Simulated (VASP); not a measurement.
Crystal: Ca.

```
Ca
1.0
     0.00000    2.79420    2.79420
     2.79420    0.00000    2.79420
     2.79420    2.79420    0.00000
Ca
1
Cartesian
  0.0000 0.0000 0.0000
```

```yaml
Program: VASP 6.6.1
Task: relaxation of cell and atoms
Functional: PBEsol
Potentials_or_basis: VASP PAW PBE potentials, release 64 (Ca_sv)
Cutoff: 600 eV
k_mesh: 16 × 16 × 16
Occupations: fermi-dirac, width 0.05 eV
Spin: no spin polarisation
```

At the start: pressure -1.2 GPa; volume 43.63 Å³/atom.

Problem. How do energy, volume and symmetry change on relaxing?

Solution. Over 4 steps the energy falls by 11.1 meV/atom and the volume is 40.67 Å³/atom (-6.8 %); space group Fm-3m (No. 225, to 0.05 Å).

The path:
```
step  energy change (eV)  largest force (eV/Å)  pressure (GPa)  volume (Å³)
   1              0.0000                0.0000           -1.15        43.63
   2             -0.0097                0.0000           -0.43        41.68
   3             -0.0111                0.0000            0.02        40.61
   4             -0.0111                0.0000            0.00        40.67
```

Final structure:
```cif
data_structure
_symmetry_space_group_name_H-M 'P 1'
_symmetry_Int_Tables_number 1
_cell_length_a 3.8601
_cell_length_b 3.8601
_cell_length_c 3.8601
_cell_angle_alpha 60.000
_cell_angle_beta 60.000
_cell_angle_gamma 60.000
_cell_volume 40.67
loop_
_atom_site_label
_atom_site_type_symbol
_atom_site_fract_x
_atom_site_fract_y
_atom_site_fract_z
_atom_site_occupancy
Ca1 Ca 0.00000 0.00000 0.00000 1
```

Caveat: the PAW data sets were made with another functional, which shifts forces and pressure a little.
